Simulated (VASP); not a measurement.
# Al2O3 (P-6m2) in VASP: further runs

The runs below take Al2O3 through single point, with PBE+D3(BJ).

Program: VASP 6.6.1. These are calculated values, not measurements. Logs are shortened: lines on timing, memory, paths and dates and some standing lists are left out, and cuts for length are marked.

## (1) The cell of the first run

It takes space group P-6m2 (No. 187, hexagonal). The conventional cell has a = 2.928 Å, b = 2.928 Å, c = 9.337 Å, α = 90.00°, β = 90.00°, γ = 120.00°. Al (site symmetry 3m) has 6 O at 1.82 to 2.20 Å within 2.4 Å. Within 2.4 Å of O (site symmetry 3m) lie 3 Al at 1.82 Å. O (site symmetry -6m2) has 6 Al at 2.20 Å and 12 O at 2.68 to 2.93 Å within 3.0 Å.

## (2) Single point, PBE+D3(BJ) (strain +0.015 along x and y, +0.000 along z)

INCAR

```
PREC = Accurate
ENCUT = 520
EDIFF = 1E-7
ISMEAR = 0
SIGMA = 0.05
LREAL = F
LASPH = T
NELM = 100
ALGO = Normal
ISIF = 2
LWAVE = F
LCHARG = T
GGA = PE
IVDW = 12
LELF = T
LVHAR = T
NBANDS = 20
```

KPOINTS

```
regular mesh
0
Gamma
  12 12 4
```

POSCAR

```
Al2O3
1.0
    2.9275898225      0.0000000000      0.0000000000
   -1.4637949113      2.5353671582      0.0000000000
    0.0000000000      0.0000000000      9.3367544600
Al O
2 3
Direct
    0.0000000000      0.0000000000      0.1499923300
    0.0000000000      0.0000000000      0.8500076700
    0.3333333333      0.6666666667      0.2223169200
    0.6666666667      0.3333333333      0.0000000000
    0.3333333333      0.6666666667      0.7776830800
```

Potentials or basis: VASP PAW PBE potentials, release 64 (Al, O).

Run with:

```
$ cat potpaw_PBE.64/Al/POTCAR potpaw_PBE.64/O/POTCAR > POTCAR
$ mpirun -np 1 vasp_std > vasp.out
```

OUTCAR:

```text
PREC = Accurate
   ENCUT = 520
   EDIFF = 1E-7
   ISMEAR = 0
   LREAL = F
   LASPH = T
   NELM = 100
   ISIF = 2
   GGA = PE
   IVDW = 12
 IVDW          = 12

 ion  position               nearest neighbor table
   1  0.000  0.000  0.150-   3 1.82   3 1.82   3 1.82   4 2.20   4 2.20   4 2.20   2 2.80
   2  0.000  0.000  0.850-   5 1.82   5 1.82   5 1.82   4 2.20   4 2.20   4 2.20   1 2.80
   3  0.333  0.667  0.222-   1 1.82   1 1.82   1 1.82
   4  0.667  0.333  0.000-   1 2.20   2 2.20   1 2.20   2 2.20   1 2.20   2 2.20
   5  0.333  0.667  0.778-   2 1.82   2 1.82   2 1.82

  LATTYP: Found a hexagonal cell.
 ALAT       =     2.9275898225
 C/A-ratio  =     3.1892290335

  Lattice vectors:

 A1 = (   2.9275898225,   0.0000000000,   0.0000000000)
 A2 = (  -1.4637949113,   2.5353671582,   0.0000000000)
 A3 = (   0.0000000000,   0.0000000000,   9.3367544600)

Analysis of symmetry for initial positions (statically):
=====================================================================
 Subroutine PRICEL returns:
 Original cell was already a primitive cell.

 Routine SETGRP: Setting up the symmetry group for a
 hexagonal supercell.

 Subroutine GETGRP returns: Found 12 space group operations
 (whereof 12 operations were pure point group operations)
 out of a pool of 24 trial point group operations.

The static configuration has the point symmetry D_3h.

Analysis of symmetry for dynamics (positions and initial velocities):
=====================================================================
 Subroutine PRICEL returns:
 Original cell was already a primitive cell.

 Routine SETGRP: Setting up the symmetry group for a
 hexagonal supercell.

 Subroutine GETGRP returns: Found 12 space group operations
 (whereof 12 operations were pure point group operations)
 out of a pool of 24 trial point group operations.

The dynamic configuration has the point symmetry D_3h.

 Subroutine INISYM returns: Found 12 space group operations
 (whereof 12 operations are pure point group operations),
 and found     1 'primitive' translations

----------------------------------------------------------------------------------------

                                     Primitive cell

  volume of cell :      69.3022

  direct lattice vectors                    reciprocal lattice vectors
     2.927589822  0.000000000  0.000000000     0.341577906  0.197210096  0.000000000
    -1.463794911  2.535367158  0.000000000     0.000000000  0.394420191  0.000000000
     0.000000000  0.000000000  9.336754460     0.000000000  0.000000000  0.107103598

  length of vectors
     2.927589822  2.927589823  9.336754460     0.394420191  0.394420191  0.107103598

  position of ions in fractional coordinates (direct lattice)
     0.000000000  0.000000000  0.149992330
     0.000000000  0.000000000  0.850007670
     0.333333333  0.666666667  0.222316920
     0.666666667  0.333333333  0.000000000
     0.333333333  0.666666667  0.777683080

  ion indices of the primitive-cell ions
   primitive index   ion index
                 1           1
                 2           2
                 3           3
                 4           4
                 5           5

----------------------------------------------------------------------------------------

 KPOINTS: regular mesh

Automatic generation of k-mesh.
 Grid dimensions read from file:
 generate k-points for:   12   12    4

 Generating k-lattice:

  Cartesian coordinates                     Fractional coordinates (reciprocal lattice)
     0.028464825  0.016434175  0.000000000     0.083333333  0.000000000  0.000000000
     0.000000000  0.032868349  0.000000000     0.000000000  0.083333333  0.000000000
     0.000000000  0.000000000  0.026775900     0.000000000  0.000000000  0.250000000

  Length of vectors
     0.032868349  0.032868349  0.026775900

  Shift w.r.t. Gamma in fractional coordinates (k-lattice)
     0.000000000  0.000000000  0.000000000

 Subroutine IBZKPT returns following result:
 ===========================================

 Found     57 irreducible k-points:

 Following reciprocal coordinates:
            Coordinates               Weight
  0.000000  0.000000  0.000000      1.000000
  0.083333  0.000000  0.000000      6.000000
  0.166667  0.000000  0.000000      6.000000
  0.250000  0.000000  0.000000      6.000000
  0.333333  0.000000  0.000000      6.000000
  0.416667 -0.000000  0.000000      6.000000
[... 16 lines left out ...]
  0.250000  0.000000  0.250000     12.000000
  0.333333  0.000000  0.250000     12.000000
 [... further k-points ...]
   k-points           NKPTS =     57   k-points in BZ     NKDIM =     57   number of bands    NBANDS=     20
   number of dos      NEDOS =    301   number of ions     NIONS =      5
   total plane-waves  NPLWV =  40320
   dimension x,y,z NGX =    24 NGY =   24 NGZ =   70
   dimension x,y,z NGXF=    48 NGYF=   48 NGZF=  140
   ions per type =               2   3
   NGX,Y,Z   is equivalent  to a cutoff of  13.63, 13.63, 12.46 a.u.
   NGXF,Y,Z  is equivalent  to a cutoff of  27.26, 27.26, 24.93 a.u.
 SYSTEM =  unknown system
   PREC   = accura    normal or accurate (medium, high low for compatibility)
   ISTART =      0    job   : 0-new  1-cont  2-samecut
   ICHARG =      2    charge: 1-file 2-atom 10-const
   ISPIN  =      1    spin polarized calculation?
   LNONCOLLINEAR =      F non collinear calculations
   LSORBIT =      F    spin-orbit coupling
   LASPH  =      T    aspherical Exc in radial PAW
   ENCUT  =  520.0 eV  38.22 Ry    6.18 a.u.   5.44  5.44 17.36*2*pi/ulx,y,z
   NELM   =    100;   NELMIN=  2; NELMDL= -5     # of ELM steps
   EDIFF  = 0.1E-06   stopping-criterion for ELM
   LREAL  =      F    real-space projection
   EDIFFG = 0.1E-05   stopping-criterion for IOM
   NSW    =      0    number of steps for IOM
   IBRION =     -1    ionic relax: 0-MD 1-quasi-New 2-CG
   NFREE  =      0    steps in history (QN), initial steepest desc. (CG)
   ISIF   =      2    stress and relaxation
   ISYM   =      2    0-nonsym 1-usesym 2-fastsym
   POTIM  = 0.5000    time-step for ionic-motion
   TEBEG  =    0.0;   TEEND  =   0.0 temperature during run
   PSTRESS=    0.0 pullay stress
   NELECT =      24.0000    total number of electrons
   NUPDOWN=      -1.0000    fix difference up-down
   EMIN   =  10.00;   EMAX   =-10.00  energy-range for DOS
   EFERMI =   0.00;   METHOD = LEGACY
   ISMEAR =     0;   SIGMA  =   0.05  broadening in eV -4-tet -1-fermi 0-gaus
   EFERMI_NEDOS =   21; number of points for ismear=-14 and -15
   IALGO  =     38    algorithm
   IMIX   =      4    mixing-type and parameters
     AMIX     =   0.40;   BMIX     =  1.00
     AMIX_MAG =   1.60;   BMIX_MAG =  1.00
  volume/ion in A,a.u.               =      13.86        93.53
  Fermi-wavevector in a.u.,A,eV,Ry     =   1.149643  2.172510 17.982527  1.321678
  Thomas-Fermi vector in A             =   2.286311
   LORBIT       =      0    0 simple, 1 ext, 2 COOP (PROOUT), +10 PAW based schemes
   GGA     = PE    functional components
   LHFCALC =     F    Hartree Fock is set to
   AEXX    =    0.0000 exact exchange contribution
   IVDW    =    12    specifies the selected vdW correction
   LEPSILON=     F    determine dielectric tensor
   LRPA    =     F    only Hartree local field effects (RPA)
 non-spin polarized calculation
 Gauss-broadening in eV      SIGMA  =   0.05
  energy-cutoff  :      520.00
  volume of cell :       69.30
 maximum number of plane-waves:      1919
 NGX is ok and might be reduce to    24
   NGX = 11   NGY = 11   NGZ = 35

 number of electron      23.9999986 magnetization

 Free energy of the ion-electron system (eV)
  ---------------------------------------------------
  ext. energy  EPLUGINS =         0.00000000
  ---------------------------------------------------
  free energy    TOTEN  =       -36.34726254 eV

  energy without entropy =      -36.34726254  energy(sigma->0) =      -36.34726254

 E-fermi :   1.0590     XC(G=0):  -8.4341

 val. band max:        0.7475096777   @ k =   0.1667   0.0000   0.0000
 cond. band min:       5.1308975735   @ k =   0.0000   0.0000   0.0000
 fundamental gap:      4.3833878958
 Fermi energy:         1.0589694247

 k-point     1 :       0.0000    0.0000    0.0000
  band No.  band energies     occupation
      1     -17.7873      2.00000
      2     -16.7846      2.00000
      3     -15.6622      2.00000
      4      -4.0667      2.00000
      5      -1.3147      2.00000
      6      -0.7691      2.00000
[... 12 lines left out ...]
     19      15.0923      0.00000
     20      15.0934      0.00000

 k-point     2 :       0.0833    0.0000    0.0000
  band No.  band energies     occupation
      1     -17.7073      2.00000
      2     -16.7256      2.00000
      3     -15.6349      2.00000
      4      -4.0234      2.00000
      5      -1.5521      2.00000
      6      -0.9422      2.00000
[... 12 lines left out ...]
     19      14.4265      0.00000
     20      15.2824      0.00000

 k-point     3 :       0.1667    0.0000    0.0000
  band No.  band energies     occupation
      1     -17.4770      2.00000
      2     -16.5596      2.00000
      3     -15.5645      2.00000
      4      -3.9455      2.00000
      5      -2.2878      2.00000
      6      -1.5270      2.00000
[... 12 lines left out ...]
     19      13.7576      0.00000
     20      14.6584      0.00000

 k-point     4 :       0.2500    0.0000    0.0000
  band No.  band energies     occupation
      1     -17.1257      2.00000
      2     -16.3203      2.00000
      3     -15.4839      2.00000
      4      -4.0207      2.00000
      5      -3.2885      2.00000
      6      -2.2575      2.00000
[... 12 lines left out ...]
     19      13.4214      0.00000
     20      13.9676      0.00000

 k-point     5 :       0.3333    0.0000    0.0000
  band No.  band energies     occupation
      1     -16.7074      2.00000
      2     -16.0639      2.00000
      3     -15.4425      2.00000
      4      -4.3802      2.00000
      5      -4.2259      2.00000
      6      -2.9139      2.00000
[... 12 lines left out ...]
     19      13.3281      0.00000
     20      14.0675      0.00000

 k-point     6 :       0.4167   -0.0000    0.0000
  band No.  band energies     occupation
      1     -16.3118      2.00000
      2     -15.8632      2.00000
      3     -15.4813      2.00000
      4      -4.8778      2.00000
      5      -4.7657      2.00000
      6      -3.3593      2.00000
[... 12 lines left out ...]
     19      13.6827      0.00000
     20      14.4469      0.00000

 k-point     7 :       0.5000    0.0000    0.0000
  band No.  band energies     occupation
      1     -16.1155      2.00000
      2     -15.7866      2.00000
      3     -15.5423      2.00000
      4      -5.1109      2.00000
      5      -4.9205      2.00000
      6      -3.5170      2.00000
[... 12 lines left out ...]
     19      13.9433      0.00000
     20      14.0567      0.00000
[... 277 lines left out ...]
 k-point    20 :       0.0000    0.0000    0.2500
  band No.  band energies     occupation
      1     -17.7870      2.00000
      2     -16.7848      2.00000
      3     -15.6619      2.00000
      4      -4.0695      2.00000
      5      -1.2978      2.00000
      6      -0.7691      2.00000
[... 12 lines left out ...]
     19      15.0926      0.00000
     20      15.0947      0.00000

 k-point    21 :       0.0833    0.0000    0.2500
  band No.  band energies     occupation
      1     -17.7073      2.00000
      2     -16.7257      2.00000
      3     -15.6348      2.00000
      4      -4.0259      2.00000
      5      -1.5416      2.00000
      6      -0.9404      2.00000
[... 12 lines left out ...]
     19      14.4467      0.00000
     20      15.0875      0.00000

 k-point    22 :       0.1667    0.0000    0.2500
  band No.  band energies     occupation
      1     -17.4770      2.00000
      2     -16.5598      2.00000
      3     -15.5644      2.00000
      4      -3.9469      2.00000
      5      -2.2845      2.00000
      6      -1.5329      2.00000
[... 12 lines left out ...]
     19      13.5456      0.00000
     20      14.6275      0.00000

 k-point    23 :       0.2500    0.0000    0.2500
  band No.  band energies     occupation
      1     -17.1257      2.00000
      2     -16.3204      2.00000
      3     -15.4839      2.00000
      4      -4.0210      2.00000
      5      -3.2875      2.00000
      6      -2.2561      2.00000
[... 12 lines left out ...]
     19      13.1682      0.00000
     20      14.2161      0.00000

 k-point    24 :       0.3333    0.0000    0.2500
  band No.  band energies     occupation
      1     -16.7075      2.00000
      2     -16.0639      2.00000
      3     -15.4424      2.00000
      4      -4.3804      2.00000
      5      -4.2254      2.00000
      6      -2.9128      2.00000
[... 12 lines left out ...]
     19      13.2864      0.00000
     20      14.3239      0.00000

 [... further k-points ...]

------------------------ aborting loop because EDIFF is reached ----------------------------------------

 Edisp (eV)   -0.80867

 E8    (eV) :    -0.3118

  FORCE on cell =-STRESS in cart. coord.  units (eV):
  Direction    XX          YY          ZZ          XY          YZ          ZX
  --------------------------------------------------------------------------------------
  -------------------------------------------------------------------------------------
  Total      -3.54257    -3.54257    -1.03453     0.00000     0.00000    -0.00000
  in kB     -81.89956   -81.89956   -23.91705     0.00000     0.00000    -0.00000
  external pressure =      -62.57 kB  Pullay stress =        0.00 kB

 VOLUME and BASIS-vectors are now :
 -----------------------------------------------------------------------------
  energy-cutoff  :      520.00
  volume of cell :       69.30
      direct lattice vectors                 reciprocal lattice vectors
     2.927589822  0.000000000  0.000000000     0.341577906  0.197210096  0.000000000
    -1.463794911  2.535367158  0.000000000     0.000000000  0.394420191  0.000000000
     0.000000000  0.000000000  9.336754460     0.000000000  0.000000000  0.107103598

 POSITION                                       TOTAL-FORCE (eV/Angst)
 -----------------------------------------------------------------------------------
      0.00000      0.00000      1.40044        -0.000000     -0.000000      0.221267
      0.00000      0.00000      7.93631         0.000000     -0.000000     -0.221267
     -0.00000      1.69024      2.07572        -0.000000     -0.000000     -0.326030
      1.46379      0.84512      0.00000        -0.000000      0.000000     -0.000000
     -0.00000      1.69024      7.26104         0.000000      0.000000      0.326030
 -----------------------------------------------------------------------------------
    total drift:                               -0.000000      0.000000      0.000000

  FREE ENERGIE OF THE ION-ELECTRON SYSTEM (eV)
  ---------------------------------------------------
  free  energy   TOTEN  =       -37.1559309550 eV

  energy  without entropy=      -37.1559309550  energy(sigma->0) =      -37.15593095
```

Wall time 2.1 min (1 thread of Intel Xeon 8259CL, shared host); peak memory 0.23 GiB.

What came out:

```
Free energy                : -37.1559 eV
Pressure                   : -6.3 GPa
Largest force              : 0.326 eV/Å
Band gap on the k mesh     : 4.38 eV (least direct gap 4.60 eV)
Dispersion energy per atom : -0.162 eV
```

Forces on the atoms (eV/Å):
```
Al   0.000  0.000  0.221
Al   0.000  0.000 -0.221
O    0.000  0.000 -0.326
O    0.000  0.000  0.000
O    0.000  0.000  0.326
```

Levels at points of the mesh, in eV from the valence-band top:
| k point | band 9 | band 10 | band 11 | band 12 | band 13 | band 14 | band 15 | band 16 |
| --- | --- | --- | --- | --- | --- | --- | --- | --- |
| (0.00, 0.00, 0.00) | -1.28 | -0.62 | -0.62 | -0.22 | 4.38 | 7.14 | 7.40 | 8.93 |
| (0.50, 0.00, 0.00) | -1.98 | -1.02 | -0.78 | -0.56 | 7.41 | 8.55 | 8.82 | 10.83 |
| (0.00, 0.00, 0.50) | -1.28 | -0.62 | -0.62 | -0.27 | 4.51 | 6.70 | 7.62 | 9.20 |
| (0.50, 0.00, 0.50) | -1.98 | -1.02 | -0.79 | -0.55 | 7.42 | 8.50 | 8.88 | 10.56 |

Caveat: the cell differs from its parent crystal (strain +0.015 along x and y, +0.000 along z); the stress differs along the axes, from -8 to -2 GPa. A k mesh can miss the band edges.

## (3) Single point, PBE+D3(BJ) (strain +0.030 along x and y, -0.015 along z)

INCAR

```
PREC = Accurate
ENCUT = 520
EDIFF = 1E-6
ISMEAR = 0
SIGMA = 0.05
LREAL = False
LASPH = True
NELM = 60
ALGO = Normal
ISIF = 2
LWAVE = False
LCHARG = False
GGA = PE
IVDW = 12
NBANDS = 20
```

KPOINTS

```
Automatic mesh
0
Gamma
  12 12 4
```

Edit POSCAR of step 2 so:

```diff
@@ -2,5 +2,5 @@
 1.0
-    2.9275898225      0.0000000000      0.0000000000
-   -1.4637949113      2.5353671582      0.0000000000
-    0.0000000000      0.0000000000      9.3367544600
+    2.9708546968      0.0000000000      0.0000000000
+   -1.4854273484      2.5728356383      0.0000000000
+    0.0000000000      0.0000000000      9.1967031431
 Al O
```

Potentials or basis: VASP PAW PBE potentials, release 64 (Al, O).

Run with:

```
$ cat potpaw_PBE.64/Al/POTCAR potpaw_PBE.64/O/POTCAR > POTCAR
$ mpirun -np 1 vasp_std > vasp.out
```

Wall time 1.8 min (1 thread of Intel Xeon 8259CL, shared host); peak memory 0.23 GiB.

The run converged. Its results:

- Free energy: -37.0277 eV
- Pressure: -9.1 GPa
- Largest force: 0.645 eV/Å
- Band gap on the k mesh: 3.99 eV (least direct gap 4.19 eV)
- Dispersion energy per atom: -0.159 eV

Forces on the atoms (eV/Å):
```
Al   0.000  0.000  0.645
Al   0.000  0.000 -0.645
O    0.000  0.000 -0.407
O    0.000  0.000  0.000
O    0.000  0.000  0.407
```

Stress tensor (GPa, compression positive):
```
-13.39   0.00   0.00
  0.00 -13.39   0.00
  0.00   0.00  -0.44
```

Levels at points of the mesh, in eV from the valence-band top:
| k point | band 9 | band 10 | band 11 | band 12 | band 13 | band 14 | band 15 | band 16 |
| --- | --- | --- | --- | --- | --- | --- | --- | --- |
| (0.00, 0.00, 0.00) | -1.35 | -0.81 | -0.81 | -0.21 | 3.99 | 6.82 | 7.07 | 8.78 |
| (0.50, 0.00, 0.00) | -2.03 | -1.11 | -0.76 | -0.55 | 6.97 | 8.36 | 8.64 | 10.77 |
| (0.00, 0.00, 0.50) | -1.35 | -0.81 | -0.81 | -0.27 | 4.11 | 6.43 | 7.25 | 9.04 |
| (0.50, 0.00, 0.50) | -2.03 | -1.11 | -0.78 | -0.54 | 6.98 | 8.31 | 8.73 | 10.41 |

Caveat: the cell differs from its parent crystal (strain +0.030 along x and y, -0.015 along z); the stress differs along the axes, from -13 to -0 GPa. A k mesh can miss the band edges.

(Part 1 of 2 ends here.)
